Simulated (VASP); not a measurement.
# Zr3WCl (Pm-3m) in VASP: notebook

Runs on Zr3WCl. Level: PBE. Tasks: single point, relaxation of cell and atoms.

All numbers are computed with VASP 6.6.1; they aren't measurements. Logs are shortened: lines on timing, memory, paths and dates and some standing lists are left out, and cuts for length are marked.

## 1. The cell of the first run

Symmetry: Pm-3m, No. 221, cubic system. The conventional cell has a = 4.716 Å, b = 4.716 Å, c = 4.716 Å, α = 90.00°, β = 90.00°, γ = 90.00°. Zr (site symmetry 4/mmm) has 2 Cl at 2.36 Å within 3.1 Å. Within 4.4 Å of W (site symmetry m-3m) lie 12 Zr at 3.33 Å and 8 Cl at 4.08 Å. Cl (site symmetry m-3m) has 6 Zr at 2.36 Å within 3.1 Å.

## 2. Single point, PBE

File INCAR:

```
PREC = Accurate ; ENCUT = 520
EDIFF = 1E-6 ; ISMEAR = 0
SIGMA = 0.1 ; LREAL = False
LASPH = True ; NELM = 100
ALGO = Normal ; ISIF = 2
LWAVE = False ; LCHARG = False
GGA = PE ; NBANDS = 36
```

File KPOINTS:

```
Automatic mesh
0
Gamma
  8 8 8
```

File POSCAR:

```
Zr3WCl
1.0
    4.7158965418      0.0000000000      0.0000000000
    0.0000000000      4.7158965418      0.0000000000
    0.0000000000      0.0000000000      4.7158965418
Zr W Cl
3 1 1
Direct
    0.5000000000      0.5000000000      0.0000000000
    0.5000000000      0.0000000000      0.5000000000
    0.0000000000      0.5000000000      0.5000000000
    0.0000000000      0.0000000000      0.0000000000
    0.5000000000      0.5000000000      0.5000000000
```

Potentials or basis: VASP PAW PBE potentials, release 64 (Zr_sv, W_sv, Cl).

Launch:

```
$ cat potpaw_PBE.64/Zr_sv/POTCAR potpaw_PBE.64/W_sv/POTCAR potpaw_PBE.64/Cl/POTCAR > POTCAR
$ mpirun -np 1 vasp_std > vasp.out
```

OUTCAR:

```text
PREC = Accurate
   ENCUT = 520
   EDIFF = 1E-6
   ISMEAR = 0
   LREAL = False
   LASPH = True
   NELM = 100
   ISIF = 2
   GGA = PE

 ion  position               nearest neighbor table
   1  0.500  0.500  0.000-   5 2.36   5 2.36   4 3.33   2 3.33   2 3.33   3 3.33   3 3.33   2 3.33
                             4 3.33   2 3.33   3 3.33   4 3.33   3 3.33   4 3.33
   2  0.500  0.000  0.500-   5 2.36   5 2.36   4 3.33   1 3.33   1 3.33   4 3.33   1 3.33   3 3.33
                             3 3.33   1 3.33   3 3.33   4 3.33   4 3.33   3 3.33
   3  0.000  0.500  0.500-   5 2.36   5 2.36   4 3.33   1 3.33   1 3.33   4 3.33   2 3.33   4 3.33
                             4 3.33   1 3.33   2 3.33   2 3.33   1 3.33   2 3.33
   4  0.000  0.000  0.000-   1 3.33   2 3.33   3 3.33   2 3.33   3 3.33   1 3.33   3 3.33   3 3.33
                             1 3.33   2 3.33   2 3.33   1 3.33
   5  0.500  0.500  0.500-   1 2.36   2 2.36   3 2.36   1 2.36   2 2.36   3 2.36

  LATTYP: Found a simple cubic cell.
 ALAT       =     4.7158965418

  Lattice vectors:

 A1 = (   4.7158965418,   0.0000000000,   0.0000000000)
 A2 = (   0.0000000000,   4.7158965418,   0.0000000000)
 A3 = (   0.0000000000,   0.0000000000,   4.7158965418)

Analysis of symmetry for initial positions (statically):
=====================================================================
 Subroutine PRICEL returns:
 Original cell was already a primitive cell.

 Routine SETGRP: Setting up the symmetry group for a
 simple cubic supercell.

 Subroutine GETGRP returns: Found 48 space group operations
 (whereof 48 operations were pure point group operations)
 out of a pool of 48 trial point group operations.

The static configuration has the point symmetry O_h .

Analysis of symmetry for dynamics (positions and initial velocities):
=====================================================================
 Subroutine PRICEL returns:
 Original cell was already a primitive cell.

 Routine SETGRP: Setting up the symmetry group for a
 simple cubic supercell.

 Subroutine GETGRP returns: Found 48 space group operations
 (whereof 48 operations were pure point group operations)
 out of a pool of 48 trial point group operations.

The dynamic configuration has the point symmetry O_h .

 Subroutine INISYM returns: Found 48 space group operations
 (whereof 48 operations are pure point group operations),
 and found     1 'primitive' translations

----------------------------------------------------------------------------------------

                                     Primitive cell

  volume of cell :     104.8800

  direct lattice vectors                    reciprocal lattice vectors
     4.715896542  0.000000000  0.000000000     0.212048757  0.000000000  0.000000000
     0.000000000  4.715896542  0.000000000     0.000000000  0.212048757  0.000000000
     0.000000000  0.000000000  4.715896542     0.000000000  0.000000000  0.212048757

  length of vectors
     4.715896542  4.715896542  4.715896542     0.212048757  0.212048757  0.212048757

  position of ions in fractional coordinates (direct lattice)
     0.500000000  0.500000000  0.000000000
     0.500000000  0.000000000  0.500000000
     0.000000000  0.500000000  0.500000000
     0.000000000  0.000000000  0.000000000
     0.500000000  0.500000000  0.500000000

  ion indices of the primitive-cell ions
   primitive index   ion index
                 1           1
                 2           2
                 3           3
                 4           4
                 5           5

----------------------------------------------------------------------------------------

 KPOINTS: Automatic mesh

Automatic generation of k-mesh.
 Grid dimensions read from file:
 generate k-points for:    8    8    8

 Generating k-lattice:

  Cartesian coordinates                     Fractional coordinates (reciprocal lattice)
     0.026506095  0.000000000  0.000000000     0.125000000  0.000000000  0.000000000
     0.000000000  0.026506095  0.000000000     0.000000000  0.125000000  0.000000000
     0.000000000  0.000000000  0.026506095     0.000000000  0.000000000  0.125000000

  Length of vectors
     0.026506095  0.026506095  0.026506095

  Shift w.r.t. Gamma in fractional coordinates (k-lattice)
     0.000000000  0.000000000  0.000000000

 Subroutine IBZKPT returns following result:
 ===========================================

 Found     35 irreducible k-points:

 Following reciprocal coordinates:
            Coordinates               Weight
  0.000000  0.000000  0.000000      1.000000
  0.125000  0.000000  0.000000      6.000000
  0.250000  0.000000  0.000000      6.000000
  0.375000  0.000000  0.000000      6.000000
  0.500000  0.000000  0.000000      3.000000
  0.125000  0.125000  0.000000     12.000000
[... 16 lines left out ...]
  0.375000  0.375000  0.125000     24.000000
  0.500000  0.375000  0.125000     24.000000
 [... further k-points ...]
   k-points           NKPTS =     35   k-points in BZ     NKDIM =     35   number of bands    NBANDS=     36
   number of dos      NEDOS =    301   number of ions     NIONS =      5
   total plane-waves  NPLWV =  46656
   dimension x,y,z NGX =    36 NGY =   36 NGZ =   36
   dimension x,y,z NGXF=    72 NGYF=   72 NGZF=   72
   ions per type =               3   1   1
   NGX,Y,Z   is equivalent  to a cutoff of  12.69, 12.69, 12.69 a.u.
   NGXF,Y,Z  is equivalent  to a cutoff of  25.38, 25.38, 25.38 a.u.
 SYSTEM =  unknown system
   PREC   = accura    normal or accurate (medium, high low for compatibility)
   ISTART =      0    job   : 0-new  1-cont  2-samecut
   ICHARG =      2    charge: 1-file 2-atom 10-const
   ISPIN  =      1    spin polarized calculation?
   LNONCOLLINEAR =      F non collinear calculations
   LSORBIT =      F    spin-orbit coupling
   LASPH  =      T    aspherical Exc in radial PAW
   ENCUT  =  520.0 eV  38.22 Ry    6.18 a.u.   8.77  8.77  8.77*2*pi/ulx,y,z
   NELM   =    100;   NELMIN=  2; NELMDL= -5     # of ELM steps
   EDIFF  = 0.1E-05   stopping-criterion for ELM
   LREAL  =      F    real-space projection
   EDIFFG = 0.1E-04   stopping-criterion for IOM
   NSW    =      0    number of steps for IOM
   IBRION =     -1    ionic relax: 0-MD 1-quasi-New 2-CG
   NFREE  =      0    steps in history (QN), initial steepest desc. (CG)
   ISIF   =      2    stress and relaxation
   ISYM   =      2    0-nonsym 1-usesym 2-fastsym
   POTIM  = 0.5000    time-step for ionic-motion
   TEBEG  =    0.0;   TEEND  =   0.0 temperature during run
   PSTRESS=    0.0 pullay stress
   NELECT =      57.0000    total number of electrons
   NUPDOWN=      -1.0000    fix difference up-down
   EMIN   =  10.00;   EMAX   =-10.00  energy-range for DOS
   EFERMI =   0.00;   METHOD = LEGACY
   ISMEAR =     0;   SIGMA  =   0.10  broadening in eV -4-tet -1-fermi 0-gaus
   EFERMI_NEDOS =   21; number of points for ismear=-14 and -15
   IALGO  =     38    algorithm
   IMIX   =      4    mixing-type and parameters
     AMIX     =   0.40;   BMIX     =  1.00
     AMIX_MAG =   1.60;   BMIX_MAG =  1.00
  volume/ion in A,a.u.               =      20.98       141.55
  Fermi-wavevector in a.u.,A,eV,Ry     =   1.335987  2.524649 24.284506  1.784861
  Thomas-Fermi vector in A             =   2.464648
   LORBIT       =      0    0 simple, 1 ext, 2 COOP (PROOUT), +10 PAW based schemes
   GGA     = PE    functional components
   LHFCALC =     F    Hartree Fock is set to
   AEXX    =    0.0000 exact exchange contribution
   IVDW    =     0    specifies the selected vdW correction
   LEPSILON=     F    determine dielectric tensor
   LRPA    =     F    only Hartree local field effects (RPA)
 non-spin polarized calculation
 Gauss-broadening in eV      SIGMA  =   0.10
  energy-cutoff  :      520.00
  volume of cell :      104.88
 maximum number of plane-waves:      2872
 NGX is ok and might be reduce to    36
   NGX = 17   NGY = 17   NGZ = 17

 number of electron      56.9999999 magnetization

 Free energy of the ion-electron system (eV)
  ---------------------------------------------------
  ext. energy  EPLUGINS =         0.00000000
  ---------------------------------------------------
  free energy    TOTEN  =       -38.51695443 eV

  energy without entropy =      -38.48332793  energy(sigma->0) =      -38.50014118

 E-fermi :   8.9726     XC(G=0): -11.2920

 val. band max:        8.9628925767   @ k =   0.5000   0.2500   0.0000
 cond. band min:       8.9750188853   @ k =   0.5000   0.5000   0.3750
 fundamental gap:      0.0121263085
 Fermi energy:         8.9726026957

 k-point     1 :       0.0000    0.0000    0.0000
  band No.  band energies     occupation
      1     -65.1405      2.00000
      2     -40.2591      2.00000
      3     -40.1544      2.00000
      4     -40.1544      2.00000
      5     -29.2301      2.00000
      6     -29.2301      2.00000
[... 28 lines left out ...]
     35      11.9193      0.00000
     36      11.9193      0.00000

 k-point     2 :       0.1250    0.0000    0.0000
  band No.  band energies     occupation
      1     -65.1405      2.00000
      2     -40.2556      2.00000
      3     -40.1578      2.00000
      4     -40.1544      2.00000
      5     -29.2302      2.00000
      6     -29.2301      2.00000
[... 28 lines left out ...]
     35      11.5694      0.00000
     36      11.8588      0.00000

 k-point     3 :       0.2500    0.0000    0.0000
  band No.  band energies     occupation
      1     -65.1405      2.00000
      2     -40.2457      2.00000
      3     -40.1673      2.00000
      4     -40.1543      2.00000
      5     -29.2302      2.00000
      6     -29.2300      2.00000
[... 28 lines left out ...]
     35      11.4654      0.00000
     36      11.8311      0.00000
[... 742 lines left out ...]
 k-point    23 :       0.3750    0.3750    0.1250
  band No.  band energies     occupation
      1     -65.1405      2.00000
      2     -40.2088      2.00000
      3     -40.1829      2.00000
      4     -40.1734      2.00000
      5     -29.2309      2.00000
      6     -29.2307      2.00000
[... 28 lines left out ...]
     35      11.0079      0.00000
     36      11.8083      0.00000

 k-point    24 :       0.5000    0.3750    0.1250
  band No.  band energies     occupation
      1     -65.1405      2.00000
      2     -40.2010      2.00000
      3     -40.1878      2.00000
      4     -40.1761      2.00000
      5     -29.2309      2.00000
      6     -29.2309      2.00000
[... 28 lines left out ...]
     35      10.8921      0.00000
     36      11.5791      0.00000

 [... further k-points ...]

------------------------ aborting loop because EDIFF is reached ----------------------------------------

  FORCE on cell =-STRESS in cart. coord.  units (eV):
  Direction    XX          YY          ZZ          XY          YZ          ZX
  --------------------------------------------------------------------------------------
  -------------------------------------------------------------------------------------
  Total        0.0683774      0.0683774      0.0683774      0.0000000      0.0000000     -0.0000000
  in kB        1.0445530      1.0445530      1.0445530      0.0000000      0.0000000     -0.0000000
  external PRESSURE =       1.0445530 kB  Pullay stress =       0.0000000 kB

 VOLUME and BASIS-vectors are now :
 -----------------------------------------------------------------------------
  energy-cutoff  :      520.00
  volume of cell :      104.88
      direct lattice vectors                 reciprocal lattice vectors
     4.715896542  0.000000000  0.000000000     0.212048757  0.000000000  0.000000000
     0.000000000  4.715896542  0.000000000     0.000000000  0.212048757  0.000000000
     0.000000000  0.000000000  4.715896542     0.000000000  0.000000000  0.212048757

 POSITION                                       TOTAL-FORCE (eV/Angst)
 -----------------------------------------------------------------------------------
      2.35795      2.35795      0.00000         0.000000      0.000000      0.000000
      2.35795      0.00000      2.35795         0.000000      0.000000      0.000000
      0.00000      2.35795      2.35795         0.000000      0.000000      0.000000
      0.00000      0.00000      0.00000         0.000000      0.000000      0.000000
      2.35795      2.35795      2.35795         0.000000      0.000000      0.000000
 -----------------------------------------------------------------------------------
    total drift:                                0.000000      0.000000      0.000000

  FREE ENERGIE OF THE ION-ELECTRON SYSTEM (eV)
  ---------------------------------------------------
  free  energy   TOTEN  =       -38.5169544258 eV

  energy  without entropy=      -38.4833279337  energy(sigma->0) =      -38.50014118
```

Run time: 68 s. Hardware: 1 thread of Intel Xeon Platinum 8559C (Emerald Rapids), shared host; peak memory 0.28 GiB.

What came out:

```
Free energy : -38.5170 eV
Pressure    : 0.1 GPa
```

Levels at points of the mesh, in eV from the Fermi level:
```csv
k point,band 27,band 28,band 29,band 30,band 31,band 32
"(0.00, 0.00, 0.00)",-0.22,-0.22,-0.22,0.46,0.46,2.63
"(0.50, 0.00, 0.00)",-1.28,-0.37,-0.37,0.24,0.61,0.76
"(0.50, 0.50, 0.00)",-0.75,-0.74,0.20,0.20,0.53,1.09
"(0.50, 0.50, 0.50)",0.06,0.06,0.06,0.35,0.35,0.35
```

Caveat: spin-orbit coupling is left out, which moves the levels of the heavy elements; an odd number of electrons without spin polarisation forces a metal; a magnetic or distorted state may lie lower.

[end of part 1 of 2]
